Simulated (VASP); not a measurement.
# BaZn2F6 (Fm-3m) in VASP: single point with PBE

Aim: the single point of BaZn2F6 with PBE.

All numbers are computed with VASP 6.6.1; they aren't measurements. Logs are shortened: lines on timing, memory, paths and dates and some standing lists are left out, and cuts for length are marked.

## Step 1: The cell of the first run

It takes space group Fm-3m (No. 225, cubic). The conventional cell has a = 7.986 Å, b = 7.986 Å, c = 7.986 Å, α = 90.00°, β = 90.00°, γ = 90.00°. Within 2.5 Å of Ba (site symmetry m-3m) lie 6 F at 1.90 Å. Within 3.7 Å of Zn (site symmetry -43m) lie 12 F at 2.83 Å and 4 Ba at 3.46 Å. Within 2.5 Å of F (site symmetry 4mm) lie 1 Ba at 1.90 Å.

The cell was generated, and may not be a known phase.

## Step 2: Single point, PBE

INCAR reads:

```
PREC = Accurate ; ENCUT = 1350
EDIFF = 1E-6 ; ISMEAR = 0
SIGMA = 0.1 ; LREAL = False
LASPH = True ; NELM = 120
ALGO = Normal ; ISIF = 2
LWAVE = False ; LCHARG = False
GGA = PE ; NBANDS = 48
GGA_COMPAT = False
```

KPOINTS reads:

```
regular mesh
0
Gamma
  4 4 4
```

POSCAR reads:

```
BaZn2F6
1.0
    0.0000000000      3.9929297800      3.9929297800
    3.9929297800      0.0000000000      3.9929297800
    3.9929297800      3.9929297800      0.0000000000
Ba Zn F
1 2 6
Direct
    0.0000000000      0.0000000000      0.0000000000
    0.2500000000      0.2500000000      0.2500000000
    0.7500000000      0.7500000000      0.7500000000
    0.7619999900      0.2380000100      0.2380000100
    0.2380000100      0.7619999900      0.2380000100
    0.2380000100      0.7619999900      0.7619999900
    0.7619999900      0.2380000100      0.7619999900
    0.2380000100      0.2380000100      0.7619999900
    0.7619999900      0.7619999900      0.2380000100
```

Potentials or basis: VASP PAW PBE potentials, release 64 (Ba_sv, Zn, F_h).

Started as:

```console
$ cat potpaw_PBE.64/Ba_sv/POTCAR potpaw_PBE.64/Zn/POTCAR potpaw_PBE.64/F_h/POTCAR > POTCAR
$ mpirun -np 1 vasp_std > vasp.out
```

OUTCAR:

```text
PREC = Accurate
   ENCUT = 1350
   EDIFF = 1E-6
   ISMEAR = 0
   LREAL = False
   LASPH = True
   NELM = 120
   ISIF = 2
   GGA = PE

 ion  position               nearest neighbor table
   1  0.000  0.000  0.000-   4 1.90   5 1.90   6 1.90   7 1.90   8 1.90   9 1.90   3 3.46   3 3.46
                             2 3.46   3 3.46   3 3.46   2 3.46   2 3.46   2 3.46
   2  0.250  0.250  0.250-   1 3.46   1 3.46   1 3.46   1 3.46
   3  0.750  0.750  0.750-   1 3.46   1 3.46   1 3.46   1 3.46
   4  0.762  0.238  0.238-   1 1.90
   5  0.238  0.762  0.238-   1 1.90
   6  0.238  0.762  0.762-   1 1.90
   7  0.762  0.238  0.762-   1 1.90
   8  0.238  0.238  0.762-   1 1.90
   9  0.762  0.762  0.238-   1 1.90

  LATTYP: Found a face centered cubic cell.
 ALAT       =     7.9858595600

  Lattice vectors:

 A1 = (   0.0000000000,   3.9929297800,   3.9929297800)
 A2 = (   3.9929297800,   0.0000000000,   3.9929297800)
 A3 = (   3.9929297800,   3.9929297800,   0.0000000000)

Analysis of symmetry for initial positions (statically):
=====================================================================
 Subroutine PRICEL returns:
 Original cell was already a primitive cell.

 Routine SETGRP: Setting up the symmetry group for a
 face centered cubic supercell.

 Subroutine GETGRP returns: Found 48 space group operations
 (whereof 48 operations were pure point group operations)
 out of a pool of 48 trial point group operations.

The static configuration has the point symmetry O_h .

Analysis of symmetry for dynamics (positions and initial velocities):
=====================================================================
 Subroutine PRICEL returns:
 Original cell was already a primitive cell.

 Routine SETGRP: Setting up the symmetry group for a
 face centered cubic supercell.

 Subroutine GETGRP returns: Found 48 space group operations
 (whereof 48 operations were pure point group operations)
 out of a pool of 48 trial point group operations.

The dynamic configuration has the point symmetry O_h .

 Subroutine INISYM returns: Found 48 space group operations
 (whereof 48 operations are pure point group operations),
 and found     1 'primitive' translations

----------------------------------------------------------------------------------------

                                     Primitive cell

  volume of cell :     127.3225

  direct lattice vectors                    reciprocal lattice vectors
     0.000000000  3.992929780  3.992929780    -0.125221336  0.125221336  0.125221336
     3.992929780  0.000000000  3.992929780     0.125221336 -0.125221336  0.125221336
     3.992929780  3.992929780  0.000000000     0.125221336  0.125221336 -0.125221336

  length of vectors
     5.646855448  5.646855448  5.646855448     0.216889715  0.216889715  0.216889715

  position of ions in fractional coordinates (direct lattice)
     0.000000000  0.000000000  0.000000000
     0.250000000  0.250000000  0.250000000
     0.750000000  0.750000000  0.750000000
     0.761999990  0.238000010  0.238000010
     0.238000010  0.761999990  0.238000010
     0.238000010  0.761999990  0.761999990
     0.761999990  0.238000010  0.761999990
     0.238000010  0.238000010  0.761999990
     0.761999990  0.761999990  0.238000010

  ion indices of the primitive-cell ions
   primitive index   ion index
                 1           1
                 2           2
                 3           3
                 4           4
                 5           5
                 6           6
                 7           7
                 8           8
                 9           9

----------------------------------------------------------------------------------------

 KPOINTS: regular mesh

Automatic generation of k-mesh.
 Grid dimensions read from file:
 generate k-points for:    4    4    4

 Generating k-lattice:

  Cartesian coordinates                     Fractional coordinates (reciprocal lattice)
    -0.031305334  0.031305334  0.031305334     0.250000000  0.000000000  0.000000000
     0.031305334 -0.031305334  0.031305334     0.000000000  0.250000000  0.000000000
     0.031305334  0.031305334 -0.031305334     0.000000000  0.000000000  0.250000000

  Length of vectors
     0.054222429  0.054222429  0.054222429

  Shift w.r.t. Gamma in fractional coordinates (k-lattice)
     0.000000000  0.000000000  0.000000000

 Subroutine IBZKPT returns following result:
 ===========================================

 Found      8 irreducible k-points:

 Following reciprocal coordinates:
            Coordinates               Weight
  0.000000  0.000000  0.000000      1.000000
  0.250000  0.000000  0.000000      8.000000
  0.500000  0.000000  0.000000      4.000000
  0.250000  0.250000  0.000000      6.000000
  0.500000  0.250000  0.000000     24.000000
 -0.250000  0.250000  0.000000     12.000000
  0.500000  0.500000  0.000000      3.000000
 -0.250000  0.500000  0.250000      6.000000
   k-points           NKPTS =      8   k-points in BZ     NKDIM =      8   number of bands    NBANDS=     48
   number of dos      NEDOS =    301   number of ions     NIONS =      9
   total plane-waves  NPLWV = 343000
   dimension x,y,z NGX =    70 NGY =   70 NGZ =   70
   dimension x,y,z NGXF=   140 NGYF=  140 NGZF=  140
   ions per type =               1   2   6
   NGX,Y,Z   is equivalent  to a cutoff of  20.61, 20.61, 20.61 a.u.
   NGXF,Y,Z  is equivalent  to a cutoff of  41.22, 41.22, 41.22 a.u.
 SYSTEM =  unknown system
   PREC   = accura    normal or accurate (medium, high low for compatibility)
   ISTART =      0    job   : 0-new  1-cont  2-samecut
   ICHARG =      2    charge: 1-file 2-atom 10-const
   ISPIN  =      1    spin polarized calculation?
   LNONCOLLINEAR =      F non collinear calculations
   LSORBIT =      F    spin-orbit coupling
   LASPH  =      T    aspherical Exc in radial PAW
   ENCUT  = 1350.0 eV  99.22 Ry    9.96 a.u.  16.92 16.92 16.92*2*pi/ulx,y,z
   NELM   =    120;   NELMIN=  2; NELMDL= -5     # of ELM steps
   EDIFF  = 0.1E-05   stopping-criterion for ELM
   LREAL  =      F    real-space projection
   EDIFFG = 0.1E-04   stopping-criterion for IOM
   NSW    =      0    number of steps for IOM
   IBRION =     -1    ionic relax: 0-MD 1-quasi-New 2-CG
   NFREE  =      0    steps in history (QN), initial steepest desc. (CG)
   ISIF   =      2    stress and relaxation
   ISYM   =      2    0-nonsym 1-usesym 2-fastsym
   POTIM  = 0.5000    time-step for ionic-motion
   TEBEG  =    0.0;   TEEND  =   0.0 temperature during run
   PSTRESS=    0.0 pullay stress
   NELECT =      76.0000    total number of electrons
   NUPDOWN=      -1.0000    fix difference up-down
   EMIN   =  10.00;   EMAX   =-10.00  energy-range for DOS
   EFERMI =   0.00;   METHOD = LEGACY
   ISMEAR =     0;   SIGMA  =   0.10  broadening in eV -4-tet -1-fermi 0-gaus
   EFERMI_NEDOS =   21; number of points for ismear=-14 and -15
   IALGO  =     38    algorithm
   IMIX   =      4    mixing-type and parameters
     AMIX     =   0.40;   BMIX     =  1.00
     AMIX_MAG =   1.60;   BMIX_MAG =  1.00
  volume/ion in A,a.u.               =      14.15        95.47
  Fermi-wavevector in a.u.,A,eV,Ry     =   1.378408  2.604813 25.851175  1.900008
  Thomas-Fermi vector in A             =   2.503472
   LORBIT       =      0    0 simple, 1 ext, 2 COOP (PROOUT), +10 PAW based schemes
   GGA     = PE    functional components
   LHFCALC =     F    Hartree Fock is set to
   AEXX    =    0.0000 exact exchange contribution
   IVDW    =     0    specifies the selected vdW correction
   LEPSILON=     F    determine dielectric tensor
   LRPA    =     F    only Hartree local field effects (RPA)
 non-spin polarized calculation
 Gauss-broadening in eV      SIGMA  =   0.10
  energy-cutoff  :     1350.00
  volume of cell :      127.32
 maximum number of plane-waves:     14368
 NGX is ok and might be reduce to    70
   NGX = 33   NGY = 33   NGZ = 33

 number of electron      76.0000005 magnetization

 Free energy of the ion-electron system (eV)
  ---------------------------------------------------
  ext. energy  EPLUGINS =         0.00000000
  ---------------------------------------------------
  free energy    TOTEN  =       -12.95244627 eV

  energy without entropy =      -12.87948440  energy(sigma->0) =      -12.91596534

 E-fermi :   1.4879     XC(G=0):  -9.7803

 val. band max:        1.4867431694   @ k =   0.5000   0.5000   0.0000
 cond. band min:       1.5205457929   @ k =  -0.2500   0.5000   0.2500
 fundamental gap:      0.0338026235
 Fermi energy:         1.4879011556

 k-point     1 :       0.0000    0.0000    0.0000
  band No.  band energies     occupation
      1     -27.5725      2.00000
      2     -23.3920      2.00000
      3     -23.3920      2.00000
      4     -23.3920      2.00000
      5     -22.6270      2.00000
      6     -22.6270      2.00000
[... 40 lines left out ...]
     47      10.8134      0.00000
     48      10.8134      0.00000

 k-point     2 :       0.2500    0.0000    0.0000
  band No.  band energies     occupation
      1     -27.5607      2.00000
      2     -23.4420      2.00000
      3     -23.3762      2.00000
      4     -23.3762      2.00000
      5     -22.6484      2.00000
      6     -22.6484      2.00000
[... 40 lines left out ...]
     47      10.8417      0.00000
     48      10.8418      0.00000

 k-point     3 :       0.5000    0.0000    0.0000
  band No.  band energies     occupation
      1     -27.5488      2.00000
      2     -23.4911      2.00000
      3     -23.3595      2.00000
      4     -23.3595      2.00000
      5     -22.6707      2.00000
      6     -22.6707      2.00000
[... 244 lines left out ...]
     47      11.0119      0.00000
     48      11.6116      0.00000

 k-point     8 :      -0.2500    0.5000    0.2500
  band No.  band energies     occupation
      1     -27.5411      2.00000
      2     -23.4090      2.00000
      3     -23.4085      2.00000
      4     -23.4085      2.00000
      5     -22.7135      2.00000
      6     -22.6527      2.00000
[... 40 lines left out ...]
     47      11.2731      0.00000
     48      11.2731      0.00000

------------------------ aborting loop because EDIFF is reached ----------------------------------------

  FORCE on cell =-STRESS in cart. coord.  units (eV):
  Direction    XX          YY          ZZ          XY          YZ          ZX
  --------------------------------------------------------------------------------------
  -------------------------------------------------------------------------------------
  Total       45.7758212     45.7758212     45.7758212      0.0000000      0.0000000     -0.0000000
  in kB      576.0255047    576.0255047    576.0255047      0.0000000      0.0000000     -0.0000000
  external PRESSURE =     576.0255047 kB  Pullay stress =       0.0000000 kB

 VOLUME and BASIS-vectors are now :
 -----------------------------------------------------------------------------
  energy-cutoff  :     1350.00
  volume of cell :      127.32
      direct lattice vectors                 reciprocal lattice vectors
     0.000000000  3.992929780  3.992929780    -0.125221336  0.125221336  0.125221336
     3.992929780  0.000000000  3.992929780     0.125221336 -0.125221336  0.125221336
     3.992929780  3.992929780  0.000000000     0.125221336  0.125221336 -0.125221336

 POSITION                                       TOTAL-FORCE (eV/Angst)
 -----------------------------------------------------------------------------------
      0.00000      0.00000      0.00000         0.000000     -0.000000      0.000000
      1.99646      1.99646      1.99646         0.000000     -0.000000      0.000000
      5.98939      5.98939      5.98939        -0.000000     -0.000000     -0.000000
      1.90063      3.99293      3.99293        11.399822     -0.000000      0.000000
      3.99293      1.90063      3.99293         0.000000     11.399822      0.000000
      6.08522      3.99293      3.99293       -11.399822     -0.000000      0.000000
      3.99293      6.08522      3.99293         0.000000    -11.399822      0.000000
      3.99293      3.99293      1.90063         0.000000     -0.000000     11.399822
      3.99293      3.99293      6.08522         0.000000     -0.000000    -11.399822
 -----------------------------------------------------------------------------------
    total drift:                                0.000000      0.000000     -0.000000

  FREE ENERGIE OF THE ION-ELECTRON SYSTEM (eV)
  ---------------------------------------------------
  free  energy   TOTEN  =       -12.9524462735 eV

  energy  without entropy=      -12.8794844048  energy(sigma->0) =      -12.91596534
```

Wall time 8.9 min (1 thread of Intel Xeon Platinum 8259CL at 2.50GHz (Skylake/Cascade Lake), shared host); peak memory 0.77 GiB.

Results:

| Property | Result |
| --- | --- |
| Free energy | -12.9524 eV |
| Pressure | 57.6 GPa |
| Largest force | 11.400 eV/Å |
| Band gap on the k mesh | zero (bands 38 and 39 overlap by 0.36 eV) |

Forces in eV/Å, atoms in the order of the input:
```
Ba    0.000   0.000   0.000
Zn    0.000   0.000   0.000
Zn    0.000   0.000   0.000
F    11.400   0.000   0.000
F     0.000  11.400   0.000
F   -11.400   0.000   0.000
F     0.000 -11.400   0.000
F     0.000   0.000  11.400
F     0.000   0.000 -11.400
```

Levels at points of the mesh, in eV from the Fermi level:
| k point | band 34 | band 35 | band 36 | band 37 | band 38 | band 39 | band 40 | band 41 | band 42 | band 43 |
| --- | --- | --- | --- | --- | --- | --- | --- | --- | --- | --- |
| (0.00, 0.00, 0.00) | -4.25 | -4.06 | -1.99 | -0.49 | -0.32 | -0.32 | -0.32 | 5.97 | 5.97 | 5.97 |
| (0.50, 0.00, 0.00) | -4.42 | -3.30 | -0.69 | -0.31 | -0.12 | 0.14 | 0.14 | 4.97 | 5.34 | 5.94 |
| (0.50, 0.50, 0.00) | -4.21 | -3.14 | -0.07 | -0.07 | 0.00 | 0.13 | 0.39 | 3.43 | 4.94 | 4.94 |

Caveat: the cell stands under pressure; semilocal functionals underestimate gaps, and a narrow one can read as zero; spin-orbit coupling is left out, which moves the levels of the heavy elements; forces of over 1 eV/Å act on the atoms, so gaps and moduli don't describe the material at rest.

The gap in the log of VASP goes by the Fermi energy; the results here count the filled bands.